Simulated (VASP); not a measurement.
# PRu3 (Pm-3m) in VASP: notebook

The runs below take PRu3 through single point, relaxation of cell and atoms, with PBE.

All numbers are computed with VASP 6.6.1; they aren't measurements. Logs are shortened: lines on timing, memory, paths and dates and some standing lists are left out, and cuts for length are marked.

## (1) The cell of the first run

It takes space group Pm-3m (No. 221, cubic). The conventional cell has a = 3.772 Å, b = 3.772 Å, c = 3.772 Å, α = 90.00°, β = 90.00°, γ = 90.00°. Within 3.5 Å of P (site symmetry m-3m) lie 12 Ru at 2.67 Å. Ru (site symmetry 4/mmm) has 4 P at 2.67 Å and 8 Ru at 2.67 Å within 3.5 Å.

## (2) Single point, PBE

File INCAR:

```
PREC = Accurate
ENCUT = 520
EDIFF = 1E-7
ISMEAR = 0
SIGMA = 0.1
LREAL = F
LASPH = T
NELM = 80
ALGO = Normal
ISIF = 2
LWAVE = F
LCHARG = F
GGA = PE
NBANDS = 32
```

File KPOINTS:

```
Automatic mesh
0
Gamma
  12 12 12
```

File POSCAR:

```
PRu3
1.0
    3.7721640039      0.0000000000      0.0000000000
    0.0000000000      3.7721640039      0.0000000000
    0.0000000000      0.0000000000      3.7721640039
P Ru
1 3
Direct
    0.0000000000      0.0000000000      0.0000000000
    0.0000000000      0.5000000000      0.5000000000
    0.5000000000      0.0000000000      0.5000000000
    0.5000000000      0.5000000000      0.0000000000
```

Potentials or basis: VASP PAW PBE potentials, release 64 (P, Ru_pv).

Started as:

```sh
$ cat potpaw_PBE.64/P/POTCAR potpaw_PBE.64/Ru_pv/POTCAR > POTCAR
$ mpirun -np 1 vasp_std > vasp.out
```

OUTCAR:

```text
PREC = Accurate
   ENCUT = 520
   EDIFF = 1E-7
   ISMEAR = 0
   LREAL = F
   LASPH = T
   NELM = 80
   ISIF = 2
   GGA = PE

 ion  position               nearest neighbor table
   1  0.000  0.000  0.000-   2 2.67   3 2.67   4 2.67   2 2.67   3 2.67   2 2.67   4 2.67   2 2.67
                             3 2.67   4 2.67   3 2.67   4 2.67
   2  0.000  0.500  0.500-   1 2.67   3 2.67   4 2.67   1 2.67   4 2.67   1 2.67   3 2.67   1 2.67
                             3 2.67   4 2.67   4 2.67   3 2.67
   3  0.500  0.000  0.500-   1 2.67   2 2.67   4 2.67   1 2.67   4 2.67   2 2.67   4 2.67   4 2.67
                             1 2.67   2 2.67   1 2.67   2 2.67
   4  0.500  0.500  0.000-   1 2.67   2 2.67   3 2.67   2 2.67   3 2.67   1 2.67   3 2.67   3 2.67
                             1 2.67   2 2.67   2 2.67   1 2.67

  LATTYP: Found a simple cubic cell.
 ALAT       =     3.7721640039

  Lattice vectors:

 A1 = (   3.7721640039,   0.0000000000,   0.0000000000)
 A2 = (   0.0000000000,   3.7721640039,   0.0000000000)
 A3 = (   0.0000000000,   0.0000000000,   3.7721640039)

Analysis of symmetry for initial positions (statically):
=====================================================================
 Subroutine PRICEL returns:
 Original cell was already a primitive cell.

 Routine SETGRP: Setting up the symmetry group for a
 simple cubic supercell.

 Subroutine GETGRP returns: Found 48 space group operations
 (whereof 48 operations were pure point group operations)
 out of a pool of 48 trial point group operations.

The static configuration has the point symmetry O_h .

Analysis of symmetry for dynamics (positions and initial velocities):
=====================================================================
 Subroutine PRICEL returns:
 Original cell was already a primitive cell.

 Routine SETGRP: Setting up the symmetry group for a
 simple cubic supercell.

 Subroutine GETGRP returns: Found 48 space group operations
 (whereof 48 operations were pure point group operations)
 out of a pool of 48 trial point group operations.

The dynamic configuration has the point symmetry O_h .

 Subroutine INISYM returns: Found 48 space group operations
 (whereof 48 operations are pure point group operations),
 and found     1 'primitive' translations

----------------------------------------------------------------------------------------

                                     Primitive cell

[... 88 lines left out ...]
   ISPIN  =      1    spin polarized calculation?
   LNONCOLLINEAR =      F non collinear calculations
   LSORBIT =      F    spin-orbit coupling
   LASPH  =      T    aspherical Exc in radial PAW
   ENCUT  =  520.0 eV  38.22 Ry    6.18 a.u.   7.01  7.01  7.01*2*pi/ulx,y,z
   NELM   =     80;   NELMIN=  2; NELMDL= -5     # of ELM steps
   EDIFF  = 0.1E-06   stopping-criterion for ELM
   LREAL  =      F    real-space projection
   EDIFFG = 0.1E-05   stopping-criterion for IOM
   NSW    =      0    number of steps for IOM
   IBRION =     -1    ionic relax: 0-MD 1-quasi-New 2-CG
   NFREE  =      0    steps in history (QN), initial steepest desc. (CG)
   ISIF   =      2    stress and relaxation
   ISYM   =      2    0-nonsym 1-usesym 2-fastsym
   POTIM  = 0.5000    time-step for ionic-motion
   TEBEG  =    0.0;   TEEND  =   0.0 temperature during run
   PSTRESS=    0.0 pullay stress
   NELECT =      47.0000    total number of electrons
   NUPDOWN=      -1.0000    fix difference up-down
   EMIN   =  10.00;   EMAX   =-10.00  energy-range for DOS
   EFERMI =   0.00;   METHOD = LEGACY
   ISMEAR =     0;   SIGMA  =   0.10  broadening in eV -4-tet -1-fermi 0-gaus
   EFERMI_NEDOS =   21; number of points for ismear=-14 and -15
   IALGO  =     38    algorithm
   IMIX   =      4    mixing-type and parameters
     AMIX     =   0.40;   BMIX     =  1.00
     AMIX_MAG =   1.60;   BMIX_MAG =  1.00
  volume/ion in A,a.u.               =      13.42        90.55
  Fermi-wavevector in a.u.,A,eV,Ry     =   1.566211  2.959709 33.375313  2.453016
  Thomas-Fermi vector in A             =   2.668572
   LORBIT       =      0    0 simple, 1 ext, 2 COOP (PROOUT), +10 PAW based schemes
   GGA     = PE    functional components
   LHFCALC =     F    Hartree Fock is set to
   AEXX    =    0.0000 exact exchange contribution
   IVDW    =     0    specifies the selected vdW correction
   LEPSILON=     F    determine dielectric tensor
   LRPA    =     F    only Hartree local field effects (RPA)
 non-spin polarized calculation
 Gauss-broadening in eV      SIGMA  =   0.10
  energy-cutoff  :      520.00
  volume of cell :       53.67
 maximum number of plane-waves:      1472
   NGX = 15   NGY = 15   NGZ = 15

 number of electron      47.0000035 magnetization

 Free energy of the ion-electron system (eV)
  ---------------------------------------------------
  ext. energy  EPLUGINS =         0.00000000
  ---------------------------------------------------
  free energy    TOTEN  =       -32.13294478 eV

  energy without entropy =      -32.09079861  energy(sigma->0) =      -32.11187169

 E-fermi :  12.4258     XC(G=0): -13.5763

 val. band max:       12.4232075680   @ k =   0.3333   0.3333   0.3333
 cond. band min:      12.4351706293   @ k =   0.5000   0.3333   0.2500
 fundamental gap:      0.0119630612
 Fermi energy:        12.4257916785

 k-point     1 :       0.0000    0.0000    0.0000
  band No.  band energies     occupation
      1     -30.6091      2.00000
      2     -30.6091      2.00000
      3     -30.6091      2.00000
      4     -30.0952      2.00000
      5     -30.0952      2.00000
      6     -30.0952      2.00000
[... 829 lines left out ...]
     31      21.0732      0.00000
     32      21.1504      0.00000

 [... further k-points ...]
[... 5 lines left out ...]
  --------------------------------------------------------------------------------------
  -------------------------------------------------------------------------------------
  Total       -0.0212557     -0.0212557     -0.0212557      0.0000000     -0.0000000      0.0000000
  in kB       -0.6344757     -0.6344757     -0.6344757      0.0000000     -0.0000000      0.0000000
  external PRESSURE =      -0.6344757 kB  Pullay stress =       0.0000000 kB

 VOLUME and BASIS-vectors are now :
 -----------------------------------------------------------------------------
  energy-cutoff  :      520.00
  volume of cell :       53.67
      direct lattice vectors                 reciprocal lattice vectors
     3.772164004  0.000000000  0.000000000     0.265099820  0.000000000  0.000000000
     0.000000000  3.772164004  0.000000000     0.000000000  0.265099820  0.000000000
     0.000000000  0.000000000  3.772164004     0.000000000  0.000000000  0.265099820

 POSITION                                       TOTAL-FORCE (eV/Angst)
 -----------------------------------------------------------------------------------
      0.00000      0.00000      0.00000         0.000000      0.000000      0.000000
      0.00000      1.88608      1.88608         0.000000      0.000000      0.000000
      1.88608      0.00000      1.88608         0.000000      0.000000      0.000000
      1.88608      1.88608      0.00000         0.000000      0.000000      0.000000
 -----------------------------------------------------------------------------------
    total drift:                                0.000000      0.000000      0.000000

  FREE ENERGIE OF THE ION-ELECTRON SYSTEM (eV)
  ---------------------------------------------------
  free  energy   TOTEN  =       -32.1329447765 eV

  energy  without entropy=      -32.0907986111  energy(sigma->0) =      -32.11187169
```

OSZICAR:

```text
N       E                     dE             d eps       ncg     rms          rms(c)
DAV:   1     0.514691055048E+03    0.51469E+03   -0.27371E+04  5384   0.154E+03
DAV:   2    -0.192138638283E+02   -0.53390E+03   -0.51448E+03  5856   0.483E+02
DAV:   3    -0.333851106948E+02   -0.14171E+02   -0.13774E+02  6264   0.834E+01
DAV:   4    -0.335599595677E+02   -0.17485E+00   -0.17468E+00  6344   0.865E+00
DAV:   5    -0.335640487055E+02   -0.40891E-02   -0.40886E-02  6584   0.121E+00    0.229E+01
DAV:   6    -0.322685558207E+02    0.12955E+01   -0.45246E+00  6024   0.165E+01    0.811E+00
DAV:   7    -0.321525178379E+02    0.11604E+00   -0.16094E-01  5784   0.252E+00    0.440E+00
DAV:   8    -0.321343830999E+02    0.18135E-01   -0.93465E-02  5904   0.181E+00    0.701E-01
DAV:   9    -0.321329084865E+02    0.14746E-02   -0.45391E-03  6280   0.460E-01    0.332E-01
DAV:  10    -0.321329474779E+02   -0.38991E-04   -0.54520E-04  6440   0.187E-01    0.899E-02
DAV:  11    -0.321329520683E+02   -0.45905E-05   -0.55622E-05  6048   0.437E-02    0.150E-02
DAV:  12    -0.321329445025E+02    0.75659E-05   -0.11923E-05  6000   0.210E-02    0.644E-03
DAV:  13    -0.321329447492E+02   -0.24674E-06   -0.84433E-07  5960   0.490E-03    0.283E-03
DAV:  14    -0.321329447765E+02   -0.27280E-07   -0.50123E-08  3928   0.116E-03
   1 F= -.32132945E+02 E0= -.32111872E+02  d E =-.421462E-01
```

Run time: 1.8 min. Hardware: 1 thread of AMD EPYC 9R14 (Zen 4), shared host; peak memory 0.2 GiB.

Results:

| Item | Value |
| --- | --- |
| Free energy | -32.1329 eV |
| Pressure | -0.1 GPa |

## (3) Relaxation of cell and atoms, PBE

File INCAR:

```
  ALGO = Normal
  EDIFF = 1E-6
  EDIFFG = -0.01
  ENCUT = 600
  GGA = PE
  IBRION = 2
  ISIF = 3
  ISMEAR = 0
  LASPH = True
  LCHARG = False
  LREAL = False
  LWAVE = False
  NELM = 80
  NSW = 100
  PREC = Accurate
  SIGMA = 0.1
```

File KPOINTS:

```
k-points
0
Gamma
  12 12 12
```

POSCAR is that of step 2.

Potentials or basis: VASP PAW PBE potentials, release 64 (P, Ru_pv).

Started as:

```sh
$ cat potpaw_PBE.64/P/POTCAR potpaw_PBE.64/Ru_pv/POTCAR > POTCAR
$ mpirun -np 1 vasp_std > vasp.out
```

Run time: 1.7 min. Hardware: 1 thread of AMD EPYC 9R14 (Zen 4), shared host; peak memory 0.23 GiB.

Results (log left out):

```yaml
Free_energy: -32.1334 eV
Pressure_after_relaxing: -0.1 GPa
```

Final structure:
```
P Ru
1.0
     3.77216    0.00000    0.00000
     0.00000    3.77216    0.00000
     0.00000    0.00000    3.77216
P Ru
1 3
Direct
  0.00000 0.00000 0.00000
  0.00000 0.50000 0.50000
  0.50000 0.00000 0.50000
  0.50000 0.50000 0.00000
```

Levels at points of the mesh, in eV from the Fermi level:
```
           k point  band 20  band 21  band 22  band 23  band 24  band 25  band 26  band 27  band 28
(0.00, 0.00, 0.00)    -1.08    -1.08    -1.08     0.73     0.73     1.96     2.02     2.50     2.50
(0.50, 0.00, 0.00)    -2.04    -1.15    -0.92    -0.92    -0.27     0.94     2.33     2.51     3.10
(0.50, 0.50, 0.00)    -1.19    -1.19    -1.09    -0.66    -0.46    -0.11     0.07     2.67     2.67
(0.50, 0.50, 0.50)    -1.22    -1.22    -1.22    -0.30    -0.30     0.23     1.10     1.98     1.98
```

Caveat: the relaxation stopped at its first step, so nothing moved.
